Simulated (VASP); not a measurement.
TiAl: single point with r2SCAN

TiAl:

```
Ti Al
1.0
     2.71723    0.73481    0.01615
    -0.73520    2.71712   -0.00473
    -0.02422    0.00050    4.05232
Ti Al
1 1
Cartesian
  -0.2877 0.1652 -0.0017
  0.6912 1.8914 2.0301
```

```
Program                : VASP 6.6.1
Task                   : single point
Functional             : r2SCAN
Potentials or basis    : VASP PAW PBE potentials, release 64 (Ti_sv, Al)
Cutoff                 : 520 eV
k mesh                 : 12 × 12 × 8
Occupations            : gaussian, width 0.15 eV
Spin                   : no spin polarisation
Dipole correction      : no
Further INCAR settings : ALGO = Normal; EDIFF = 1e-06; NBANDS = 14
```

* Pressure: 0.1 GPa
* Band gap on the k mesh: zero (an odd number of electrons rules out a gap without spin polarisation)

Levels at points of the mesh, in eV from the Fermi level:
```csv
k point,band 4,band 5,band 6,band 7,band 8,band 9,band 10,band 11,band 12,band 13
"(0.00, 0.00, 0.00)",-33.83,-9.61,-1.97,-0.96,-0.46,2.38,2.38,3.72,6.65,8.97
"(0.50, 0.00, 0.00)",-33.79,-4.88,-4.82,-1.78,-0.25,2.07,2.76,4.59,5.33,5.59
"(0.00, 0.50, 0.00)",-33.79,-4.88,-4.82,-1.78,-0.25,2.07,2.76,4.59,5.33,5.59
"(0.50, 0.50, 0.00)",-34.19,-3.29,-0.57,-0.57,-0.41,-0.18,-0.17,4.39,5.67,6.37
"(0.00, 0.00, 0.50)",-33.83,-8.06,-5.64,-0.78,0.82,2.01,2.01,3.74,8.29,9.79
"(0.50, 0.00, 0.50)",-33.79,-5.14,-3.25,-1.37,-1.30,1.61,2.13,2.52,4.20,5.98
"(0.00, 0.50, 0.50)",-33.79,-5.14,-3.25,-1.37,-1.30,1.61,2.13,2.52,4.20,5.98
"(0.50, 0.50, 0.50)",-34.20,-2.61,-2.41,-2.41,2.19,2.42,2.69,4.30,4.30,4.39
```

Wall time 16 min on 1 thread of Oxide Virtual Turin-like Processor (shared host), peak memory 0.26 GiB.

Caveat: the PAW data sets were made with another functional, which shifts forces and pressure a little.
